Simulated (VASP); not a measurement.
Wanted: the native input for a VASP 6.6.1 run.

```
Task                   : relaxation of cell and atoms
Functional             : PBE
Potentials or basis    : VASP PAW PBE potentials, release 64 (Tl_d, Sb, O)
Cutoff                 : 600 eV
k mesh                 : 10 × 10 × 10
Occupations            : fermi-dirac, width 0.02 eV
Spin                   : no spin polarisation
Dipole correction      : no
Further INCAR settings : ALGO = Normal; EDIFF = 1e-06; IBRION = 2; EDIFFG = -0.005; NSW = 80; ISIF = 3
```

The structure of TlSbO2 lies in POSCAR:

```
TlSbO2
1.0
    1.4644453674      0.8454979271      4.7828585419
   -1.4644453674      0.8454979271      4.7828585419
    0.0000000000     -1.6909958542      4.7828585419
Tl Sb O
1 1 2
Direct
    1.0000000000      0.0000000000      0.0000000000
    0.5000000000      0.5000000000      0.5000000000
    0.2500000000      0.2500000000      0.2500000000
    0.7500000000      0.7500000000      0.7500000000
```

These files were run (other wordings do the same):

INCAR

```
SYSTEM = TlSbO2
ALGO = Normal ; EDIFF = 1E-6
EDIFFG = -0.005 ; ENCUT = 600
GGA = PE ; IBRION = 2
ISIF = 3 ; ISMEAR = -1
LASPH = .True. ; LCHARG = .False.
LREAL = .False. ; LWAVE = .False.
NELM = 100 ; NSW = 80
PREC = Accurate ; SIGMA = 0.02
```

KPOINTS

```
k-points
0
Gamma
  10 10 10
  0 0 0
```

Potentials or basis: VASP PAW PBE potentials, release 64 (Tl_d, Sb, O).

Launch:

```sh
$ cat potpaw_PBE.64/Tl_d/POTCAR potpaw_PBE.64/Sb/POTCAR potpaw_PBE.64/O/POTCAR > POTCAR
$ mpirun -np 1 vasp_std > vasp.out
```

Results of the run:

```yaml
Relaxed_volume: 16.89 Å³/atom
Relaxed_cell: a = 6.534 Å, b = 6.534 Å, c = 6.534 Å, α = 31.49°, β = 31.49°, γ = 31.49°
Space_group_after_relaxing_to_0.1_Å: R-3m (No. 166)
Pressure_after_relaxing: 0.0 GPa
Band_gap_on_the_k_mesh: zero (bands 15 and 16 overlap by 0.27 eV)
```

Caveat: the volume moved by over 15 % at a fixed basis, so the end points are rough; spin-orbit coupling is left out, which moves the levels of the heavy elements.

Run time: 22 min on 1 thread of Intel(R) Xeon(R) 6975P-C (Granite Rapids), with other jobs on the host, peak memory 0.36 GiB.
